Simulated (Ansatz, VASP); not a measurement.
## TiO: VASP beside Ansatz

INCAR

```
SYSTEM = TiO
ALGO = Normal ; EDIFF = 1E-6
EDIFFG = -0.005 ; ENCUT = 600
GGA = PS ; IBRION = 2
ISIF = 3 ; ISMEAR = 0
LASPH = .TRUE. ; LCHARG = .FALSE.
LREAL = .FALSE. ; LWAVE = .FALSE.
NELM = 80 ; NSW = 100
PREC = Accurate ; SIGMA = 0.1
```

KPOINTS

```
k-points
0
G
  18 18 16
  0 0 0
```

The input POSCAR:

```
TiO
1.0
    2.7870572581      0.0000000000      0.0000000000
   -1.3935286290      2.4136623873      0.0000000000
    0.0000000000      0.0000000000      2.7975367104
Ti O
1 1
Direct
    0.6666666667      0.3333333333      0.0000000000
    0.0000000000      0.0000000000      0.5000000000
```

Input for Ansatz:

```yaml
crystal:
  lattice:
    - [2.7870572578, 0.0, 0.0]
    - [-1.3935286289, 2.4136623871, 0.0]
    - [0.0, 0.0, 2.7975367065]
  atoms:
    - { symbol: Ti, position: [0.6666666667, 0.3333333333, 0.0] }
    - { symbol: O, position: [0.0, 0.0, 0.5] }
basis:
  ecutwfc: 420
kpoints:
  mp_grid: { grid: [18, 18, 16] }
hamiltonian:
  xc: pbesol
scf:
  occupations: { method: gaussian, width: 0.1 }
output:
  forces: true
  stress: true
  eigenvalues: true
relax:
  adjacent_minimum: "off"
  f_tol: 0.005
  max_steps: 80
  cell: { stress_tol: 0.05 }
```

Alike in both runs: task relaxation of cell and atoms; functional PBEsol; k mesh 18 × 18 × 16; occupations gaussian, width 0.1 eV; no spin polarisation.

|  | VASP | Ansatz |
| --- | --- | --- |
| version | VASP 6.6.1 | Ansatz 0.2.0 |
| potentials or method | VASP PAW PBE potentials, release 64 (Ti_sv, O), cutoff 600 eV | scalar-relativistic, plane waves, PAW |
| valence electrons in the cell | 18 | 18 |

Ansatz gave:

| Item | Value |
| --- | --- |
| gap on the k mesh at the Fermi level, each at its own relaxed structure (eV) | none |
| relaxed volume (Å³/atom) | 9.41 |
| relaxed length of the cell vector where the two differ most in proportion (Å) | 2.794 |

Task: Estimate VASP's values.

Result: gap on the k mesh at the Fermi level, each at its own relaxed structure (eV): none; relaxed volume (Å³/atom): 9.43; relaxed length of the cell vector where the two differ most in proportion (Å): 2.797.

VASP's potentials were made for PBE, not for PBEsol. A gap of «none» marks a metal or a gap that the smearing closes.
